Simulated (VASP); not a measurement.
Runs of VASP 6.6.1 on LiCl. The structure is that of space group F-43m (No. 216), or close to it. The cells are those of the table. 

```tsv
level	cell	k mesh	smearing	grid for exact exchange (PRECFOCK)	share of exact exchange	screening parameter	gap on the mesh (eV)
HSE06	a = 4.021 Å, angles 60.0°, 2 atoms	6 × 6 × 6	gaussian 0.01 eV	Normal	0.25	0.2079 1/Å	(b)
r2SCAN	a = 3.870, b = 3.870, c = 3.846 Å, angles 60.2, 60.2, 59.6°, 2 atoms	8 × 8 × 8	gaussian 0.01 eV	-	-	-	6.77
r2SCAN	a = 4.021 Å, angles 60.0°, 2 atoms	8 × 8 × 8	gaussian 0.01 eV	-	-	-	6.34
r2SCAN	a = 3.865, b = 3.814, c = 3.814 Å, angles 60.9, 59.6, 59.6°, 2 atoms	8 × 8 × 8	gaussian 0.01 eV	-	-	-	6.84
PBE	a = 3.865, b = 3.814, c = 3.814 Å, angles 60.9, 59.6, 59.6°, 2 atoms	8 × 8 × 8	fermi-dirac 0.02 eV	-	-	-	(a)
PBE	a = 3.870, b = 3.870, c = 3.846 Å, angles 60.2, 60.2, 59.6°, 2 atoms	8 × 8 × 8	fermi-dirac 0.02 eV	-	-	-	6.06
PBE	a = 4.021 Å, angles 60.0°, 2 atoms	8 × 8 × 8	fermi-dirac 0.02 eV	-	-	-	5.66
```

Alike in all rows: task single point; potentials or basis VASP PAW PBE potentials, release 64 (Li_sv, Cl); no spin polarisation; cutoff (eV) 520.

**Question.** Estimate the missing entries.

**Answer.** (a) 6.12; (b) 6.96.

Caveats: the structure was generated, so it needn't be the stable form of LiCl.

A k mesh can miss the band edges.
